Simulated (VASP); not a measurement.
Co, 2 atoms in the cell. It takes space group P6_3/mmc (No. 194, hexagonal). Conventional cell: a = 2.493 Å, b = 2.493 Å, c = 3.710 Å, α = 90.00°, β = 90.00°, γ = 120.00°. Co (site symmetry -6m2) has 12 Co at 2.35 to 2.49 Å within 3.1 Å. 

| Quantity | Value |
| --- | --- |
| Program | VASP 6.6.1 |
| Task | single point |
| Functional | PBE |
| Potentials or basis | VASP PAW PBE potentials, release 64 (Co) |
| Cutoff | 520 eV |
| k mesh | 21 × 21 × 12 |
| Occupations | gaussian, width 0.15 eV |
| Spin | collinear spin, ferromagnetic start |
| Starting moments | [1.86, 1.86] μB |
| Dipole correction | no |
| Further INCAR settings | ALGO = Normal; EDIFF = 1e-06; NBANDS = 20 |

Potentials or basis: VASP PAW PBE potentials, release 64 (Co).

The run is started by

```sh
$ cat potpaw_PBE.64/Co/POTCAR > POTCAR
$ mpirun -np 1 vasp_std > vasp.out
```

Hardware: 1 thread of Intel(R) Xeon(R) Platinum 8488C (Sapphire Rapids) (shared host).

Question: How long does it take, and how much memory?

Answer: Wall time 3 min on 1 thread of Intel(R) Xeon(R) Platinum 8488C (Sapphire Rapids) (shared host), peak memory 0.29 GiB. Counts: scf iterations 13, k points 336.
